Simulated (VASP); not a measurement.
# Sb in VASP: single point with RPBE+D3(BJ)

Aim: the single point of Sb with RPBE+D3(BJ).

Everything below comes from runs of VASP 6.6.1. Logs are shortened: lines on timing, memory, paths and dates and some standing lists are left out, and cuts for length are marked.

### 1 The cell of the first run

The cell holds a slab with vacuum, 2 atoms: a = 4.069 Å, b = 4.069 Å, c = 28.000 Å, α = 90.00°, β = 90.00°, γ = 120.00°.

### 2 Single point, RPBE+D3(BJ)

Input file INCAR:

```
SYSTEM = Sb
  PREC = Accurate
  ENCUT = 400
  EDIFF = 1E-6
  ISMEAR = -5
  SIGMA = 0.02
  LREAL = .FALSE.
  LASPH = .TRUE.
  NELM = 120
  ALGO = Normal
  ISIF = 2
  LWAVE = .FALSE.
  LCHARG = .FALSE.
  LDIPOL = .TRUE.
  IDIPOL = 3
  DIPOL = 0.5 0.5 0.500
  GGA = RP
  IVDW = 12
  NBANDS = 12
  GGA_COMPAT = .FALSE.
  NELMDL = -8
```

Input file KPOINTS:

```
Automatic mesh
0
G
  9 9 1
  0 0 0
```

Input file POSCAR:

```
Sb
1.0
    4.0688536048      0.0000000000      0.0000000000
   -2.0344268024      3.5237305860      0.0000000000
    0.0000000000      0.0000000000     28.0000000000
Sb
2
Direct
    0.3333333333      0.6666666667      0.5294631964
    0.6666666667      0.3333333333      0.4705368036
```

Potentials or basis: VASP PAW PBE potentials, release 64 (Sb).

Started as:

```console
$ cat potpaw_PBE.64/Sb/POTCAR > POTCAR
$ mpirun -np 1 vasp_std > vasp.out
```

OUTCAR:

```text
SYSTEM = Sb
   PREC = Accurate
   ENCUT = 400
   EDIFF = 1E-6
   ISMEAR = -5
   LREAL = .FALSE.
   LASPH = .TRUE.
   NELM = 120
   ISIF = 2
   GGA = RP
   IVDW = 12
   NELMDL = -8
 IVDW          = 12

 ion  position               nearest neighbor table
   1  0.333  0.667  0.529-   2 2.87   2 2.87   2 2.87
   2  0.667  0.333  0.471-   1 2.87   1 2.87   1 2.87

  LATTYP: Found a hexagonal cell.
 ALAT       =     4.0688536048
 C/A-ratio  =     6.8815452016

  Lattice vectors:

 A1 = (   4.0688536048,   0.0000000000,   0.0000000000)
 A2 = (  -2.0344268024,   3.5237305860,   0.0000000000)
 A3 = (   0.0000000000,   0.0000000000,  28.0000000000)

Analysis of symmetry for initial positions (statically):
=====================================================================
 Subroutine PRICEL returns:
 Original cell was already a primitive cell.

 Routine SETGRP: Setting up the symmetry group for a
 hexagonal supercell.

 Subroutine GETGRP returns: Found 12 space group operations
 (whereof 12 operations were pure point group operations)
 out of a pool of 24 trial point group operations.

The static configuration has the point symmetry D_3d.

Analysis of symmetry for dynamics (positions and initial velocities):
=====================================================================
 Subroutine PRICEL returns:
 Original cell was already a primitive cell.

 Routine SETGRP: Setting up the symmetry group for a
 hexagonal supercell.

 Subroutine GETGRP returns: Found 12 space group operations
 (whereof 12 operations were pure point group operations)
 out of a pool of 24 trial point group operations.

The dynamic configuration has the point symmetry D_3d.

 Subroutine INISYM returns: Found 12 space group operations
 (whereof 12 operations are pure point group operations),
 and found     1 'primitive' translations

----------------------------------------------------------------------------------------

                                     Primitive cell

  volume of cell :     401.4512

  direct lattice vectors                    reciprocal lattice vectors
     4.068853605  0.000000000  0.000000000     0.245769471  0.141895071  0.000000000
    -2.034426802  3.523730586  0.000000000     0.000000000  0.283790141  0.000000000
     0.000000000  0.000000000 28.000000000     0.000000000  0.000000000  0.035714286

  length of vectors
     4.068853605  4.068853605 28.000000000     0.283790141  0.283790141  0.035714286

  position of ions in fractional coordinates (direct lattice)
     0.333333333  0.666666667  0.529463196
     0.666666667  0.333333333  0.470536804

  ion indices of the primitive-cell ions
   primitive index   ion index
                 1           1
                 2           2

----------------------------------------------------------------------------------------

 KPOINTS: Automatic mesh

Automatic generation of k-mesh.
 Grid dimensions read from file:
 generate k-points for:    9    9    1

 Generating k-lattice:

  Cartesian coordinates                     Fractional coordinates (reciprocal lattice)
     0.027307719  0.015766119  0.000000000     0.111111111 -0.000000000  0.000000000
     0.000000000  0.031532238  0.000000000     0.000000000  0.111111111  0.000000000
     0.000000000  0.000000000  0.035714286     0.000000000  0.000000000  1.000000000

  Length of vectors
     0.031532238  0.031532238  0.035714286

  Shift w.r.t. Gamma in fractional coordinates (k-lattice)
     0.000000000  0.000000000  0.000000000

 TETIRR: Found     43 inequivalent tetrahedra from      486

 Subroutine IBZKPT returns following result:
 ===========================================

 Found     12 irreducible k-points:

 Following reciprocal coordinates:
            Coordinates               Weight
  0.000000  0.000000  0.000000      1.000000
  0.111111  0.000000  0.000000      6.000000
  0.222222 -0.000000  0.000000      6.000000
  0.333333  0.000000  0.000000      6.000000
  0.444444 -0.000000  0.000000      6.000000
  0.111111  0.111111  0.000000      6.000000
  0.222222  0.111111  0.000000     12.000000
  0.333333  0.111111  0.000000     12.000000
  0.444444  0.111111  0.000000      6.000000
  0.222222  0.222222  0.000000      6.000000
  0.333333  0.222222  0.000000     12.000000
  0.333333  0.333333  0.000000      2.000000
   k-points           NKPTS =     12   k-points in BZ     NKDIM =     12   number of bands    NBANDS=     12
   number of dos      NEDOS =    301   number of ions     NIONS =      2
   total plane-waves  NPLWV = 150528
   dimension x,y,z NGX =    28 NGY =   28 NGZ =  192
   dimension x,y,z NGXF=    56 NGYF=   56 NGZF=  384
   ions per type =               2
   NGX,Y,Z   is equivalent  to a cutoff of  11.44, 11.44, 11.40 a.u.
   NGXF,Y,Z  is equivalent  to a cutoff of  22.88, 22.88, 22.80 a.u.
 SYSTEM =  Sb
   PREC   = accura    normal or accurate (medium, high low for compatibility)
   ISTART =      0    job   : 0-new  1-cont  2-samecut
   ICHARG =      2    charge: 1-file 2-atom 10-const
   ISPIN  =      1    spin polarized calculation?
   LNONCOLLINEAR =      F non collinear calculations
   LSORBIT =      F    spin-orbit coupling
   LASPH  =      T    aspherical Exc in radial PAW
   ENCUT  =  400.0 eV  29.40 Ry    5.42 a.u.   6.64  6.64 45.66*2*pi/ulx,y,z
   NELM   =    120;   NELMIN=  2; NELMDL= -8     # of ELM steps
   EDIFF  = 0.1E-05   stopping-criterion for ELM
   LREAL  =      F    real-space projection
   EDIFFG = 0.1E-04   stopping-criterion for IOM
   NSW    =      0    number of steps for IOM
   IBRION =     -1    ionic relax: 0-MD 1-quasi-New 2-CG
   NFREE  =      0    steps in history (QN), initial steepest desc. (CG)
   ISIF   =      2    stress and relaxation
   ISYM   =      2    0-nonsym 1-usesym 2-fastsym
   POTIM  = 0.5000    time-step for ionic-motion
   TEBEG  =    0.0;   TEEND  =   0.0 temperature during run
   PSTRESS=    0.0 pullay stress
   NELECT =      10.0000    total number of electrons
   NUPDOWN=      -1.0000    fix difference up-down
   EMIN   =  10.00;   EMAX   =-10.00  energy-range for DOS
   EFERMI =   0.00;   METHOD = LEGACY
   ISMEAR =    -5;   SIGMA  =   0.02  broadening in eV -4-tet -1-fermi 0-gaus
   EFERMI_NEDOS =   21; number of points for ismear=-14 and -15
   IALGO  =     38    algorithm
   IMIX   =      4    mixing-type and parameters
     AMIX     =   0.40;   BMIX     =  1.00
     AMIX_MAG =   1.60;   BMIX_MAG =  1.00
  volume/ion in A,a.u.               =     200.73      1354.56
  Fermi-wavevector in a.u.,A,eV,Ry     =   0.478113  0.903503  3.110184  0.228592
  Thomas-Fermi vector in A             =   1.474413
   LORBIT       =      0    0 simple, 1 ext, 2 COOP (PROOUT), +10 PAW based schemes
   GGA     = RP    functional components
   LHFCALC =     F    Hartree Fock is set to
   AEXX    =    0.0000 exact exchange contribution
   IVDW    =    12    specifies the selected vdW correction
   LEPSILON=     F    determine dielectric tensor
   LRPA    =     F    only Hartree local field effects (RPA)
 non-spin polarized calculation
 Fermi weights with tetrahedron method with Bloechl corrections
  energy-cutoff  :      400.00
  volume of cell :      401.45
 maximum number of plane-waves:      7351
 NGX is ok and might be reduce to    28
   NGX = 13   NGY = 13   NGZ = 91

 number of electron      10.0000000 magnetization

 dipolmoment           0.000000      0.000000     -0.000000 electrons x Angstroem

 number of electron       9.9999999 magnetization

 dipolmoment           0.000000      0.000000      0.000000 electrons x Angstroem

 Free energy of the ion-electron system (eV)
  ---------------------------------------------------
  ext. energy  EPLUGINS =         0.00000000
  ---------------------------------------------------
  free energy    TOTEN  =        -7.55333008 eV

  energy without entropy =       -7.55333008  energy(sigma->0) =       -7.55333008

 E-fermi :  -2.9211     XC(G=0):  -1.9509

 val. band max:       -2.9300975965   @ k =   0.0000   0.0000   0.0000
 cond. band min:      -1.6913108799   @ k =   0.3333   0.0000   0.0000
 fundamental gap:      1.2387867167
 Fermi energy:        -2.9211349569

 k-point     1 :       0.0000    0.0000    0.0000
  band No.  band energies     occupation
      1     -14.3992      2.00000
      2      -9.3237      2.00000
      3      -3.6809      2.00000
      4      -2.9301      2.00000
      5      -2.9301      2.00000
      6      -1.2404      0.00000
      7      -0.1241      0.00000
      8      -0.1241      0.00000
      9       1.1010      0.00000
     10       1.3655      0.00000
     11       1.8377      0.00000
     12       2.1127      0.00000

 k-point     2 :       0.1111    0.0000    0.0000
  band No.  band energies     occupation
      1     -14.2638      2.00000
      2      -9.3117      2.00000
      3      -4.0519      2.00000
      4      -3.6216      2.00000
      5      -3.2277      2.00000
      6      -0.8127      0.00000
      7      -0.0247      0.00000
      8       0.1527      0.00000
      9       1.2965      0.00000
     10       1.5179      0.00000
     11       1.9856      0.00000
     12       2.2656      0.00000

 k-point     3 :       0.2222   -0.0000    0.0000
  band No.  band energies     occupation
      1     -13.8657      2.00000
      2      -9.3908      2.00000
      3      -5.4218      2.00000
      4      -3.7862      2.00000
      5      -3.5590      2.00000
      6      -1.4743      0.00000
      7       0.5362      0.00000
      8       0.5793      0.00000
      9       1.6221      0.00000
     10       1.9811      0.00000
     11       2.4248      0.00000
     12       2.6883      0.00000

 k-point     4 :       0.3333    0.0000    0.0000
  band No.  band energies     occupation
      1     -13.2417      2.00000
      2      -9.8631      2.00000
      3      -6.0874      2.00000
      4      -4.2582      2.00000
      5      -3.8612      2.00000
      6      -1.6913      0.00000
      7       0.1091      0.00000
      8       0.6474      0.00000
      9       2.2236      0.00000
     10       2.3958      0.00000
     11       3.0572      0.00000
     12       3.3459      0.00000

 k-point     5 :       0.4444   -0.0000    0.0000
  band No.  band energies     occupation
      1     -12.5551      2.00000
      2     -10.6179      2.00000
      3      -6.0535      2.00000
      4      -4.5148      2.00000
      5      -4.4083      2.00000
      6      -1.3995      0.00000
      7      -0.4576      0.00000
      8       0.6219      0.00000
      9       2.1203      0.00000
     10       3.2294      0.00000
     11       3.8035      0.00000
     12       4.1919      0.00000
[... 48 lines left out ...]
      1     -12.2994      2.00000
      2     -10.8341      2.00000
      3      -6.0516      2.00000
      4      -4.9531      2.00000
      5      -4.5064      2.00000
      6      -0.7237      0.00000
      7      -0.5775      0.00000
      8       0.3661      0.00000
      9       2.2256      0.00000
     10       3.9196      0.00000
     11       3.9983      0.00000
     12       4.3491      0.00000

 k-point    10 :       0.2222    0.2222    0.0000
  band No.  band energies     occupation
      1     -12.8747      2.00000
      2     -10.1411      2.00000
      3      -5.7361      2.00000
      4      -5.7272      2.00000
      5      -3.8590      2.00000
      6      -0.6850      0.00000
      7      -0.4923      0.00000
      8       0.9570      0.00000
      9       2.7564      0.00000
     10       2.7860      0.00000
     11       3.4000      0.00000
     12       3.6843      0.00000

 k-point    11 :       0.3333    0.2222    0.0000
  band No.  band energies     occupation
      1     -12.1698      2.00000
      2     -10.8498      2.00000
      3      -6.2981      2.00000
      4      -5.2991      2.00000
      5      -4.3879      2.00000
      6      -1.1755      0.00000
      7       0.0881      0.00000
      8       0.7130      0.00000
      9       3.0198      0.00000
     10       3.7082      0.00000
     11       3.9604      0.00000
     12       4.4011      0.00000

 k-point    12 :       0.3333    0.3333    0.0000
  band No.  band energies     occupation
      1     -11.4889      2.00000
      2     -11.4889      2.00000
      3      -6.5961      2.00000
      4      -4.8386      2.00000
      5      -4.8386      2.00000
      6      -1.5199      0.00000
      7       0.6264      0.00000
      8       0.6264      0.00000
      9       3.6271      0.00000
     10       4.3847      0.00000
     11       4.3847      0.00000
     12       4.8660      0.00000

------------------------ aborting loop because EDIFF is reached ----------------------------------------

 vacuum level on the upper side and lower side of the slab       (xc-potential included)        -0.006        -0.006

 Edisp (eV)   -2.76926

 E8    (eV) :    -1.8944

  FORCE on cell =-STRESS in cart. coord.  units (eV):
  Direction    XX          YY          ZZ          XY          YZ          ZX
  --------------------------------------------------------------------------------------
  -------------------------------------------------------------------------------------
  Total      -3.32214    -3.32214    -1.29875     0.00000     0.00000     0.00000
  in kB     -13.25854   -13.25854    -5.18327     0.00000     0.00000     0.00000
  external pressure =      -10.57 kB  Pullay stress =        0.00 kB

 VOLUME and BASIS-vectors are now :
 -----------------------------------------------------------------------------
  energy-cutoff  :      400.00
  volume of cell :      401.45
      direct lattice vectors                 reciprocal lattice vectors
     4.068853605  0.000000000  0.000000000     0.245769471  0.141895071  0.000000000
    -2.034426802  3.523730586  0.000000000     0.000000000  0.283790141  0.000000000
     0.000000000  0.000000000 28.000000000     0.000000000  0.000000000  0.035714286

 POSITION                                       TOTAL-FORCE (eV/Angst)
 -----------------------------------------------------------------------------------
     -0.00000      2.34915     14.82497         0.000000     -0.000000     -0.783660
      2.03443      1.17458     13.17503        -0.000000      0.000000      0.783660
 -----------------------------------------------------------------------------------
    total drift:                               -0.000000      0.000000      0.000000

  FREE ENERGIE OF THE ION-ELECTRON SYSTEM (eV)
  ---------------------------------------------------
  free  energy   TOTEN  =       -10.3225915997 eV

  energy  without entropy=      -10.3225915997  energy(sigma->0) =      -10.32259160

 vacuum level on the upper side and lower side of the slab         1.709         1.709
```

Run time: 58 s. Hardware: 1 thread of Intel Xeon 6975P-C (Granite Rapids), shared host; peak memory 0.37 GiB.

What came out:

| Quantity | Value |
| --- | --- |
| Free energy | -10.3226 eV |
| Largest force | 0.784 eV/Å |
| Band gap on the k mesh | 1.24 eV, indirect (least direct gap 1.69 eV) |
| Dispersion energy per atom | -1.385 eV |

Forces in eV/Å, atoms in the order of the input:
```
Sb   0.000  0.000 -0.784
Sb   0.000  0.000  0.784
```

Levels at points of the mesh, in eV from the valence-band top:
```
           k point  band 3  band 4  band 5  band 6  band 7  band 8
(0.00, 0.00, 0.00)   -0.75    0.00    0.00    1.69    2.81    2.81
```

Caveat: the PAW data sets were made with another functional, which shifts forces and pressure a little; spin-orbit coupling is left out, which moves the levels of the heavy elements.
